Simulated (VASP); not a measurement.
Runs of VASP 6.6.1 on KZr2. It takes space group Fm-3m (No. 225, cubic). The conventional cell has a = 7.158 Å, b = 7.158 Å, c = 7.158 Å, α = 90.00°, β = 90.00°, γ = 90.00°. K (site symmetry m-3m) has 8 Zr at 3.10 Å within 4.1 Å. Within 4.1 Å of Zr (site symmetry -43m) lie 4 K at 3.10 Å and 6 Zr at 3.58 Å. 

```csv
level,potentials or basis,gap on the mesh (eV),pressure (GPa)
revPBE,"VASP PAW PBE potentials, release 64 (K_sv, Zr_sv)",none,1.2
PBE,"VASP PAW PBE potentials, release 64 (K_sv, Zr_sv)",none,0.1
r2SCAN,"VASP PAW PBE potentials, release 64 (K_sv, Zr_sv)",none,-0.3
LDA,"VASP PAW LDA potentials, release 64 (K_sv, Zr_sv)",none,-3.6
BLYP,"VASP PAW PBE potentials, release 64 (K_sv, Zr_sv)",none,(a)
PBEsol,"VASP PAW PBE potentials, release 64 (K_sv, Zr_sv)",none,(b)
```

Alike in all rows: task single point; no spin polarisation; cell as given; k mesh 7 × 7 × 7; cutoff (eV) 520; smearing fermi-dirac 0.05 eV.

Task: Estimate the missing entries.

Result: (a) 1.9; (b) -2.0.

Caveats: the PAW data sets were made with another functional, which shifts forces and pressure a little (some runs).

A k mesh can miss the band edges, and the runs leave out spin-orbit coupling on Zr.

A gap of «none» marks levels without a gap at the run's occupations.
